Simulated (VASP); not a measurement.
## AlNi: single point with PBE

The system is AlNi.

```
CELL_PARAMETERS angstrom
1.91931 -1.95319 0.00000
1.91931 1.95319 0.00000
0.00000 0.00000 3.09943
ATOMIC_POSITIONS crystal
Al 0.00000 0.00000 0.00000
Ni 0.50000 0.50000 0.50000
```

This cell differs from its parent crystal: strain -0.0100 x Voigt [1, 0, 0, 0, 0, 0].

| Item | Value |
| --- | --- |
| Program | VASP 6.6.1 |
| Task | single point |
| Functional | PBE |
| Potentials or basis | VASP PAW PBE potentials, release 64 (Al, Ni) |
| Cutoff | 520 eV |
| k mesh | 18 × 18 × 16 |
| Occupations | gaussian, width 0.15 eV |
| Spin | no spin polarisation |

* Pressure: 7.9 GPa

Stress tensor (GPa, compression positive):
```
12.11  0.00  0.00
 0.00  8.21  0.00
 0.00  0.00  3.35
```

Levels at points of the mesh, in eV from the Fermi level:
```csv
k point,band 4,band 5,band 6,band 7,band 8,band 9,band 10,band 11
"(0.00, 0.00, 0.00)",-1.70,-1.65,-1.37,2.86,7.14,7.14,7.24,8.70
"(0.50, 0.00, 0.00)",-2.81,-2.10,-1.55,-0.35,7.75,7.90,9.39,11.76
"(0.50, 0.50, 0.00)",-2.50,-2.49,-2.23,-0.85,2.26,3.37,10.81,13.45
"(0.00, 0.00, 0.50)",-2.14,-2.08,-1.33,-1.29,8.42,11.30,11.39,11.63
"(0.50, 0.00, 0.50)",-2.89,-2.03,-1.93,-1.26,1.33,2.20,13.75,15.62
"(0.50, 0.50, 0.50)",-1.22,-0.84,1.82,2.01,2.30,4.01,4.04,4.22
```

It took 70 s on 1 thread of Intel(R) Xeon(R) 6975P-C (Granite Rapids), on a shared host, peak memory 0.36 GiB.

Caveat: the cell differs from its parent crystal (strain -0.0100 x Voigt [1, 0, 0, 0, 0, 0]). Spin polarisation is off, so any magnetic state and its effect on volume and gap are missing.
